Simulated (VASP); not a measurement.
Te: electric field gradients with LDA

The system is Te.

```
CELL_PARAMETERS angstrom
4.28982 -2.40240 0.00000
4.28982 2.40240 0.00000
-0.13217 0.00000 4.00943
ATOMIC_POSITIONS crystal
Te 0.67600 0.67600 0.67500
Te 0.32400 0.32400 0.32500
Te 0.00000 0.00000 0.00000
```

```json
{
  "Program": "VASP 6.6.1",
  "Task": "electric field gradients",
  "Functional": "LDA",
  "Potentials or basis": "VASP PAW LDA potentials, release 64 (Te)",
  "Cutoff": "520 eV",
  "k mesh": "8 × 8 × 8",
  "Occupations": "fermi-dirac, width 0.05 eV",
  "Spin": "no spin polarisation",
  "Dipole correction": "no",
  "Further INCAR settings": "ALGO = Normal; EDIFF = 1e-08; NBANDS = 16"
}
```

```
Pressure                                : 1.7 GPa
Largest force                           : 0.361 eV/Å
Band gap on the k mesh                  : zero (bands 9 and 10 overlap by 3.19 eV)
Largest electric field gradient by atom : Te -278.4, -313.8 (each value once) V/Å²
```

Forces on the atoms (eV/Å):
```
Te  -0.313  0.000 -0.180
Te   0.313  0.000  0.180
Te   0.000  0.000  0.000
```

Stress tensor (GPa, compression positive):
```
0.65 0.00 0.93
0.00 0.82 0.00
0.93 0.00 3.70
```

Levels at points of the mesh, in eV from the Fermi level:
| k point | band 5 | band 6 | band 7 | band 8 | band 9 | band 10 | band 11 | band 12 | band 13 | band 14 |
| --- | --- | --- | --- | --- | --- | --- | --- | --- | --- | --- |
| (0.00, 0.00, 0.00) | -4.22 | -3.71 | -3.70 | -2.05 | -1.75 | 1.46 | 2.78 | 3.10 | 5.70 | 6.04 |
| (0.50, 0.00, 0.00) | -2.64 | -2.62 | -2.49 | 0.10 | 0.14 | 0.44 | 0.86 | 3.02 | 3.40 | 5.79 |
| (0.50, 0.50, 0.00) | -2.94 | -2.66 | -2.27 | 0.43 | 0.45 | 0.55 | 0.74 | 2.65 | 3.12 | 5.80 |
| (0.00, 0.00, 0.50) | -3.61 | -2.66 | -2.58 | -1.76 | -1.70 | -1.67 | -1.49 | -0.94 | 2.91 | 3.21 |
| (0.50, 0.00, 0.50) | -4.25 | -4.16 | -3.71 | -3.52 | 1.52 | 1.75 | 1.77 | 3.03 | 6.78 | 7.10 |
| (0.50, 0.50, 0.50) | -3.80 | -3.77 | -3.75 | -3.58 | 1.45 | 1.55 | 2.06 | 2.54 | 6.68 | 6.99 |

Electric field gradients, principal values (V/Å²):
| atom | least | middle | greatest (by size) |
| --- | --- | --- | --- |
| 1 Te | 111.765 | 166.629 | -278.394 |
| 2 Te | 111.765 | 166.629 | -278.394 |
| 3 Te | 56.900 | 256.911 | -313.811 |

Wall time 97 s on 1 thread of Intel(R) Xeon(R) Platinum 8488C (Sapphire Rapids), with other jobs on the host, peak memory 0.28 GiB.

Caveat: without QUAD_EFG the Cq values of the log hold for a quadrupole moment of 1 mb, not for the nuclei; spin-orbit coupling is left out, which moves the levels of the heavy elements.
